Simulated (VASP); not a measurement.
The system is Ta.

```
Ta
1.0
     2.86117    0.00000    0.00000
    -1.43059    2.47785    0.00000
     0.00000    0.00000    5.09645
Ta
2
Direct
  0.33333 0.66667 0.25000
  0.66667 0.33333 0.75000
```

Base run:

- Program: VASP 6.6.1
- Functional: r2SCAN
- Potentials or basis: VASP PAW PBE potentials, release 64 (Ta_pv)
- Cutoff: 520 eV
- k mesh: 11 × 11 × 5
- Occupations: fermi-dirac, width 0.05 eV
- Spin: no spin polarisation

Its results: band gap on the k mesh zero (band 11 reaches 6.75 eV, above the bottom of band 12 at 5.17 eV); pressure 5.2 GPa.

**Question.** The run is repeated on the same cell with these changes: functional from r2SCAN to PBE. What comes out?

**Answer.** Band gap on the k mesh zero (band 11 reaches 6.91 eV, above the bottom of band 12 at 5.33 eV); pressure 7.4 GPa.

Caveats: spin-orbit coupling is left out, which moves the levels of the heavy elements; the PAW data sets were made with another functional, which shifts forces and pressure a little (some runs).
